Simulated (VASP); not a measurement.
# TiSi (Pnma) in VASP: notebook

TiSi is run at these levels: r2SCAN; tasks: single point.

Everything below comes from runs of VASP 6.6.1. Logs are shortened: lines on timing, memory, paths and dates and some standing lists are left out, and cuts for length are marked.

### Step 1. The cell of the first run

Symmetry: Pnma, No. 62, orthorhombic system. The conventional cell has a = 6.697 Å, b = 3.745 Å, c = 4.988 Å, α = 90.00°, β = 90.00°, γ = 90.00°. Within 3.4 Å of Ti (site symmetry m) lie 7 Si at 2.57 to 2.82 Å and 6 Ti at 3.27 Å. Si (site symmetry m) has 2 Si at 2.44 Å and 7 Ti at 2.57 to 2.82 Å within 3.2 Å.

### Step 2. Single point, r2SCAN (strain +0.030 along x and y, +0.000 along z)

POSCAR reads:

```
TiSi
1.0
    6.6966957380      0.0000000000      0.0000000000
    0.0000000000      3.7445408969      0.0000000000
    0.0000000000      0.0000000000      4.9881882448
Ti Si
4 4
Direct
    0.6759929500      0.2500000000      0.3713850054
    0.3240070500      0.7500000000      0.6286149946
    0.8240070500      0.7500000000      0.8713850054
    0.1759929500      0.2500000000      0.1286149946
    0.5438874468      0.2500000000      0.8553463000
    0.4561125532      0.7500000000      0.1446537000
    0.9561125532      0.7500000000      0.3553463000
    0.0438874468      0.2500000000      0.6446537000
```

INCAR.step1 reads:

```
SYSTEM = TiSi
PREC = Accurate ; ENCUT = 520
ISMEAR = 0 ; SIGMA = 0.15
LREAL = .False. ; LASPH = .True.
NELM = 80 ; NBANDS = 42
GGA = PE ; ALGO = Normal
EDIFF = 1E-4 ; LWAVE = .True.
LCHARG = .False.
```

INCAR.step2 reads:

```
SYSTEM = TiSi
PREC = Accurate ; ENCUT = 520
EDIFF = 1E-6 ; ISMEAR = 0
SIGMA = 0.15 ; LREAL = .False.
LASPH = .True. ; NELM = 80
ALGO = Normal ; ISIF = 2
LWAVE = .False. ; LCHARG = .False.
METAGGA = R2SCAN ; LMIXTAU = .True.
NBANDS = 42 ; ISTART = 1
```

KPOINTS reads:

```
Automatic mesh
0
Gamma
  6 12 8
  0 0 0
```

Potentials or basis: VASP PAW PBE potentials, release 64 (Ti_sv, Si).

Launch:

```bash
cat potpaw_PBE.64/Ti_sv/POTCAR potpaw_PBE.64/Si/POTCAR > POTCAR
cp INCAR.step1 INCAR
mpirun -np 1 vasp_std > vasp.out
cp INCAR.step2 INCAR
mpirun -np 1 vasp_std > vasp.out
```

OUTCAR:

```text
SYSTEM = TiSi
   PREC = Accurate
   ENCUT = 520
   EDIFF = 1E-6
   ISMEAR = 0
   LREAL = .False.
   LASPH = .True.
   NELM = 80
   ISIF = 2
   METAGGA = R2SCAN
   ISTART = 1

 ion  position               nearest neighbor table
   1  0.676  0.250  0.371-   5 2.57   6 2.64   6 2.64   7 2.65   7 2.65   5 2.72   8 2.82
   2  0.324  0.750  0.629-   6 2.57   5 2.64   5 2.64   8 2.65   8 2.65   6 2.72   7 2.82
   3  0.824  0.750  0.871-   7 2.57   8 2.64   8 2.64   5 2.65   5 2.65   7 2.72   6 2.82
   4  0.176  0.250  0.129-   8 2.57   7 2.64   7 2.64   6 2.65   6 2.65   8 2.72   5 2.82
   5  0.544  0.250  0.855-   6 2.44   6 2.44   1 2.57   2 2.64   2 2.64   3 2.65   3 2.65   1 2.72
                             4 2.82
   6  0.456  0.750  0.145-   5 2.44   5 2.44   2 2.57   1 2.64   1 2.64   4 2.65   4 2.65   2 2.72
                             3 2.82
   7  0.956  0.750  0.355-   8 2.44   8 2.44   3 2.57   4 2.64   4 2.64   1 2.65   1 2.65   3 2.72
                             2 2.82
   8  0.044  0.250  0.645-   7 2.44   7 2.44   4 2.57   3 2.64   3 2.64   2 2.65   2 2.65   4 2.72
                             1 2.82

  LATTYP: Found a simple orthorhombic cell.
 ALAT       =     3.7445408969
 B/A-ratio  =     1.3321227841
 C/A-ratio  =     1.7883889968

  Lattice vectors:

 A1 = (   0.0000000000,   3.7445408969,   0.0000000000)
 A2 = (   0.0000000000,   0.0000000000,   4.9881882448)
 A3 = (   6.6966957380,   0.0000000000,   0.0000000000)

Analysis of symmetry for initial positions (statically):
=====================================================================
 Subroutine PRICEL returns:
 Original cell was already a primitive cell.

 Routine SETGRP: Setting up the symmetry group for a
 simple orthorhombic supercell.

 Subroutine GETGRP returns: Found  8 space group operations
 (whereof  2 operations were pure point group operations)
 out of a pool of  8 trial point group operations.

The static configuration has the point symmetry S_2 .
 The point group associated with its full space group is D_2h.

Analysis of symmetry for dynamics (positions and initial velocities):
=====================================================================
 Subroutine PRICEL returns:
 Original cell was already a primitive cell.

 Routine SETGRP: Setting up the symmetry group for a
 simple orthorhombic supercell.

 Subroutine GETGRP returns: Found  8 space group operations
 (whereof  2 operations were pure point group operations)
 out of a pool of  8 trial point group operations.

The dynamic configuration has the point symmetry S_2 .
 The point group associated with its full space group is D_2h.

 Subroutine INISYM returns: Found  8 space group operations
 (whereof  2 operations are pure point group operations),
 and found     1 'primitive' translations

----------------------------------------------------------------------------------------

                                     Primitive cell

  volume of cell :     125.0841

  direct lattice vectors                    reciprocal lattice vectors
     6.696695738  0.000000000  0.000000000     0.149327376  0.000000000  0.000000000
     0.000000000  3.744540897  0.000000000     0.000000000  0.267055436  0.000000000
     0.000000000  0.000000000  4.988188245     0.000000000  0.000000000  0.200473589

  length of vectors
     6.696695738  3.744540897  4.988188245     0.149327376  0.267055436  0.200473589

  position of ions in fractional coordinates (direct lattice)
     0.675992950  0.250000000  0.371385005
     0.324007050  0.750000000  0.628614995
     0.824007050  0.750000000  0.871385005
     0.175992950  0.250000000  0.128614995
     0.543887447  0.250000000  0.855346300
     0.456112553  0.750000000  0.144653700
     0.956112553  0.750000000  0.355346300
     0.043887447  0.250000000  0.644653700

  ion indices of the primitive-cell ions
   primitive index   ion index
                 1           1
                 2           2
                 3           3
                 4           4
                 5           5
                 6           6
                 7           7
                 8           8

----------------------------------------------------------------------------------------

 KPOINTS: Automatic mesh

Automatic generation of k-mesh.
 Grid dimensions read from file:
 generate k-points for:    6   12    8

 Generating k-lattice:

  Cartesian coordinates                     Fractional coordinates (reciprocal lattice)
     0.024887896  0.000000000  0.000000000     0.166666667  0.000000000  0.000000000
     0.000000000  0.022254620  0.000000000     0.000000000  0.083333333  0.000000000
     0.000000000  0.000000000  0.025059199     0.000000000  0.000000000  0.125000000

  Length of vectors
     0.024887896  0.022254620  0.025059199

  Shift w.r.t. Gamma in fractional coordinates (k-lattice)
     0.000000000  0.000000000  0.000000000

 Subroutine IBZKPT returns following result:
 ===========================================

 Found    140 irreducible k-points:

 Following reciprocal coordinates:
            Coordinates               Weight
  0.000000  0.000000  0.000000      1.000000
  0.166667  0.000000  0.000000      2.000000
  0.333333  0.000000  0.000000      2.000000
  0.500000  0.000000  0.000000      1.000000
  0.000000  0.083333  0.000000      2.000000
  0.166667  0.083333  0.000000      4.000000
[... 16 lines left out ...]
  0.333333  0.416667  0.000000      4.000000
  0.500000  0.416667  0.000000      2.000000
 [... further k-points ...]
   k-points           NKPTS =    140   k-points in BZ     NKDIM =    140   number of bands    NBANDS=     42
   number of dos      NEDOS =    301   number of ions     NIONS =      8
   total plane-waves  NPLWV =  56000
   dimension x,y,z NGX =    50 NGY =   28 NGZ =   40
   dimension x,y,z NGXF=   100 NGYF=   56 NGZF=   80
   ions per type =               4   4
   NGX,Y,Z   is equivalent  to a cutoff of  12.41, 12.43, 13.33 a.u.
   NGXF,Y,Z  is equivalent  to a cutoff of  24.83, 24.86, 26.66 a.u.
 SYSTEM =  TiSi
   PREC   = accura    normal or accurate (medium, high low for compatibility)
   ISTART =      1    job   : 0-new  1-cont  2-samecut
   ICHARG =      0    charge: 1-file 2-atom 10-const
   ISPIN  =      1    spin polarized calculation?
   LNONCOLLINEAR =      F non collinear calculations
   LSORBIT =      F    spin-orbit coupling
   LASPH  =      T    aspherical Exc in radial PAW
   ENCUT  =  520.0 eV  38.22 Ry    6.18 a.u.  12.45  6.96  9.27*2*pi/ulx,y,z
   NELM   =     80;   NELMIN=  2; NELMDL=  0     # of ELM steps
   EDIFF  = 0.1E-05   stopping-criterion for ELM
   LREAL  =      F    real-space projection
   EDIFFG = 0.1E-04   stopping-criterion for IOM
   NSW    =      0    number of steps for IOM
   IBRION =     -1    ionic relax: 0-MD 1-quasi-New 2-CG
   NFREE  =      0    steps in history (QN), initial steepest desc. (CG)
   ISIF   =      2    stress and relaxation
   ISYM   =      2    0-nonsym 1-usesym 2-fastsym
   POTIM  = 0.5000    time-step for ionic-motion
   TEBEG  =    0.0;   TEEND  =   0.0 temperature during run
   PSTRESS=    0.0 pullay stress
   NELECT =      64.0000    total number of electrons
   NUPDOWN=      -1.0000    fix difference up-down
   EMIN   =  10.00;   EMAX   =-10.00  energy-range for DOS
   EFERMI =   0.00;   METHOD = LEGACY
   ISMEAR =     0;   SIGMA  =   0.15  broadening in eV -4-tet -1-fermi 0-gaus
   EFERMI_NEDOS =   21; number of points for ismear=-14 and -15
   IALGO  =     38    algorithm
   IMIX   =      4    mixing-type and parameters
     AMIX     =   0.40;   BMIX     =  1.00
     AMIX_MAG =   1.60;   BMIX_MAG =  1.00
  volume/ion in A,a.u.               =      15.64       105.51
  Fermi-wavevector in a.u.,A,eV,Ry     =   1.309385  2.474380 23.327054  1.714490
  Thomas-Fermi vector in A             =   2.439988
   LORBIT       =      0    0 simple, 1 ext, 2 COOP (PROOUT), +10 PAW based schemes
   METAGGA = R2SCAN    functional components
   LHFCALC =     F    Hartree Fock is set to
   AEXX    =    0.0000 exact exchange contribution
   IVDW    =     0    specifies the selected vdW correction
   LEPSILON=     F    determine dielectric tensor
   LRPA    =     F    only Hartree local field effects (RPA)
 non-spin polarized calculation
 Gauss-broadening in eV      SIGMA  =   0.15
  energy-cutoff  :      520.00
  volume of cell :      125.08
 maximum number of plane-waves:      3400
 NGX is ok and might be reduce to    50
   NGX = 25   NGY = 13   NGZ = 19

 number of electron      64.0000001 magnetization

 Free energy of the ion-electron system (eV)
  ---------------------------------------------------
  ext. energy  EPLUGINS =         0.00000000
  ---------------------------------------------------
  free energy    TOTEN  =       -93.07423113 eV

  energy without entropy =      -93.04957533  energy(sigma->0) =      -93.06190323

 E-fermi :   9.2098     XC(G=0): -12.1956

 val. band max:        9.1652505200   @ k =   0.0000   0.0000   0.2500
 cond. band min:       9.2102937674   @ k =   0.1667   0.1667   0.3750
 fundamental gap:      0.0450432475
 Fermi energy:         9.2097652145

 k-point     1 :       0.0000    0.0000    0.0000
  band No.  band energies     occupation
      1     -50.1392      2.00000
      2     -50.1250      2.00000
      3     -50.1144      2.00000
      4     -50.1076      2.00000
      5     -25.4448      2.00000
      6     -25.4299      2.00000
[... 34 lines left out ...]
     41      11.4656      0.00000
     42      11.5186      0.00000

 k-point     2 :       0.1667    0.0000    0.0000
  band No.  band energies     occupation
      1     -50.1385      2.00000
      2     -50.1265      2.00000
      3     -50.1134      2.00000
      4     -50.1078      2.00000
      5     -25.4414      2.00000
      6     -25.4307      2.00000
[... 34 lines left out ...]
     41      11.4363      0.00000
     42      11.4543      0.00000

 k-point     3 :       0.3333    0.0000    0.0000
  band No.  band energies     occupation
      1     -50.1364      2.00000
      2     -50.1298      2.00000
      3     -50.1115      2.00000
      4     -50.1085      2.00000
      5     -25.4351      2.00000
      6     -25.4324      2.00000
[... 34 lines left out ...]
     41      11.4632      0.00000
     42      11.7282      0.00000

 k-point     4 :       0.5000    0.0000    0.0000
  band No.  band energies     occupation
      1     -50.1333      2.00000
      2     -50.1333      2.00000
      3     -50.1098      2.00000
      4     -50.1098      2.00000
      5     -25.4333      2.00000
      6     -25.4333      2.00000
[... 844 lines left out ...]
     41      12.0256      0.00000
     42      12.3716      0.00000

 k-point    23 :       0.3333    0.4167    0.0000
  band No.  band energies     occupation
      1     -50.1244      2.00000
      2     -50.1214      2.00000
      3     -50.1172      2.00000
      4     -50.1167      2.00000
      5     -25.4315      2.00000
      6     -25.4207      2.00000
[... 34 lines left out ...]
     41      12.0797      0.00000
     42      12.2888      0.00000

 k-point    24 :       0.5000    0.4167    0.0000
  band No.  band energies     occupation
      1     -50.1230      2.00000
      2     -50.1230      2.00000
      3     -50.1169      2.00000
      4     -50.1169      2.00000
      5     -25.4191      2.00000
      6     -25.4191      2.00000
[... 34 lines left out ...]
     41      12.1506      0.00000
     42      12.1519      0.00000

 [... further k-points ...]

------------------------ aborting loop because EDIFF is reached ----------------------------------------

  FORCE on cell =-STRESS in cart. coord.  units (eV):
  Direction    XX          YY          ZZ          XY          YZ          ZX
  --------------------------------------------------------------------------------------
  -------------------------------------------------------------------------------------
  Total       -7.0198313     -8.2808021     -2.3579418      0.0000000      0.0000000      0.0000000
  in kB      -89.9156472   -106.0671759    -30.2024154      0.0000000      0.0000000      0.0000000
  external PRESSURE =     -75.3950795 kB  Pullay stress =       0.0000000 kB

 VOLUME and BASIS-vectors are now :
 -----------------------------------------------------------------------------
  energy-cutoff  :      520.00
  volume of cell :      125.08
      direct lattice vectors                 reciprocal lattice vectors
     6.696695738  0.000000000  0.000000000     0.149327376  0.000000000  0.000000000
     0.000000000  3.744540897  0.000000000     0.000000000  0.267055436  0.000000000
     0.000000000  0.000000000  4.988188245     0.000000000  0.000000000  0.200473589

 POSITION                                       TOTAL-FORCE (eV/Angst)
 -----------------------------------------------------------------------------------
      4.52692      0.93614      1.85254         0.176183     -0.000000     -0.053021
      2.16978      2.80841      3.13565        -0.176183      0.000000      0.053021
      5.51812      2.80841      4.34663        -0.176183     -0.000000     -0.053021
      1.17857      0.93614      0.64156         0.176183     -0.000000      0.053021
      3.64225      0.93614      4.26663        -0.006815     -0.000000      0.048086
      3.05445      2.80841      0.72156         0.006815     -0.000000     -0.048086
      6.40279      2.80841      1.77253         0.006815     -0.000000      0.048086
      0.29390      0.93614      3.21565        -0.006815     -0.000000     -0.048086
 -----------------------------------------------------------------------------------
    total drift:                                0.000000     -0.000000     -0.000000

  FREE ENERGIE OF THE ION-ELECTRON SYSTEM (eV)
  ---------------------------------------------------
  free  energy   TOTEN  =       -93.0742311279 eV

  energy  without entropy=      -93.0495753302  energy(sigma->0) =      -93.06190323
```

It took 67 min on 1 thread of Oxide Virtual Turin-like, shared host; peak memory 0.6 GiB.

What came out:

- Free energy: -93.0742 eV
- Pressure: -7.5 GPa
- Largest force: 0.184 eV/Å
- Band gap on the k mesh: zero (bands 32 and 33 overlap by 0.38 eV)

Forces in eV/Å, atoms in the order of the input:
```
Ti   0.176  0.000 -0.053
Ti  -0.176  0.000  0.053
Ti  -0.176  0.000 -0.053
Ti   0.176  0.000  0.053
Si  -0.007  0.000  0.048
Si   0.007  0.000 -0.048
Si   0.007  0.000  0.048
Si  -0.007  0.000 -0.048
```

Stress tensor (GPa, compression positive):
```
 -8.99   0.00   0.00
  0.00 -10.61   0.00
  0.00   0.00  -3.02
```

Caveat: the cell differs from its parent crystal (strain +0.030 along x and y, +0.000 along z); the stress differs along the axes, from -11 to -3 GPa; the PAW data sets were made with another functional, which shifts forces and pressure a little.

### Step 3. Single point, r2SCAN (strain +0.030 along x and y, -0.030 along z)

Edit POSCAR of step 2 so:

```diff
@@ -4,3 +4,3 @@
     0.0000000000      3.7445408969      0.0000000000
-    0.0000000000      0.0000000000      4.9881882448
+    0.0000000000      0.0000000000      4.8385425975
 Ti Si
```

INCAR.step1 reads:

```
ALGO = Normal
EDIFF = 1E-4
ENCUT = 520
GGA = PE
ISMEAR = 0
LASPH = True
LCHARG = False
LREAL = False
LWAVE = True
NBANDS = 42
NELM = 80
PREC = Accurate
SIGMA = 0.15
```

INCAR.step2 reads:

```
ALGO = Normal
EDIFF = 1E-6
ENCUT = 520
ISIF = 2
ISMEAR = 0
ISTART = 1
LASPH = True
LCHARG = False
LMIXTAU = True
LREAL = False
LWAVE = False
METAGGA = R2SCAN
NBANDS = 42
NELM = 80
PREC = Accurate
SIGMA = 0.15
```

KPOINTS reads:

```
k-points
0
Gamma
  6 12 8
```

Potentials or basis: VASP PAW PBE potentials, release 64 (Ti_sv, Si).

Launch:

```bash
cat potpaw_PBE.64/Ti_sv/POTCAR potpaw_PBE.64/Si/POTCAR > POTCAR
cp INCAR.step1 INCAR
mpirun -np 1 vasp_std > vasp.out
cp INCAR.step2 INCAR
mpirun -np 1 vasp_std > vasp.out
```

Wall time 53 min (1 thread of Oxide Virtual Turin-like, shared host); peak memory 0.57 GiB.

It converged, with:

- Free energy: -93.0190 eV
- Pressure: -2.8 GPa
- Largest force: 0.418 eV/Å
- Band gap on the k mesh: zero (bands 32 and 33 overlap by 0.36 eV)

Forces in eV/Å, atoms in the order of the input:
```
Ti   0.392  0.000 -0.144
Ti  -0.392  0.000  0.144
Ti  -0.392  0.000 -0.144
Ti   0.392  0.000  0.144
Si  -0.057  0.000  0.060
Si   0.057  0.000 -0.060
Si   0.057  0.000  0.060
Si  -0.057  0.000 -0.060
```

Stress tensor (GPa, compression positive):
```
-7.33  0.00  0.00
 0.00 -9.09  0.00
 0.00  0.00  8.08
```

Levels at points of the mesh, in eV from the Fermi level:
```csv
k point,band 30,band 31,band 32,band 33,band 34,band 35
"(0.00, 0.00, 0.00)",-0.46,-0.43,-0.25,0.25,0.53,0.59
"(0.50, 0.00, 0.00)",-0.80,-0.34,-0.34,0.23,0.23,0.53
"(0.00, 0.50, 0.00)",-1.66,-1.64,-1.64,1.50,1.50,1.83
"(0.50, 0.50, 0.00)",-1.72,-1.72,-1.72,1.73,1.73,1.73
"(0.00, 0.00, 0.50)",-0.86,-0.51,-0.51,0.38,0.38,0.76
"(0.50, 0.00, 0.50)",-0.96,-0.83,-0.83,0.49,0.49,0.69
"(0.00, 0.50, 0.50)",-0.58,-0.38,-0.38,0.04,0.04,0.82
"(0.50, 0.50, 0.50)",-1.28,-1.28,-1.28,1.25,1.25,1.25
```

Caveat: the cell differs from its parent crystal (strain +0.030 along x and y, -0.030 along z); the stress differs along the axes, from -9 to 8 GPa; the PAW data sets were made with another functional, which shifts forces and pressure a little.

The gap in the log of VASP goes by the Fermi energy; the results here count the filled bands.